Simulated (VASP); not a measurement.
Rb, 1 atom in the cell. The structure is cubic, space group Fm-3m (No. 225). Conventional cell: a = 7.231 Å, b = 7.231 Å, c = 7.231 Å, α = 90.00°, β = 90.00°, γ = 90.00°. 

| Quantity | Value |
| --- | --- |
| Program | VASP 6.6.1 |
| Task | single point |
| Functional | r2SCAN |
| Potentials or basis | VASP PAW PBE potentials, release 64 (Rb_sv) |
| Cutoff | 520 eV |
| k mesh | 6 × 6 × 6 |
| Occupations | gaussian, width 0.15 eV |
| Spin | no spin polarisation |
| Dipole correction | no |
| Further INCAR settings | ALGO = Normal; EDIFF = 1e-06; NBANDS = 10 |

Potentials or basis: VASP PAW PBE potentials, release 64 (Rb_sv).

Command:

```sh
$ cat potpaw_PBE.64/Rb_sv/POTCAR > POTCAR
$ cp INCAR.step1 INCAR
$ mpirun -np 1 vasp_std > vasp.out
$ cp INCAR.step2 INCAR
$ mpirun -np 1 vasp_std > vasp.out
```

Hardware: 1 thread of Intel Xeon 6975P-C (shared host).

Problem. How long does it take, and how much memory?

Solution. Wall time 74 s on 1 thread of Intel Xeon 6975P-C (shared host), peak memory 0.25 GiB. Counts: k points 16.
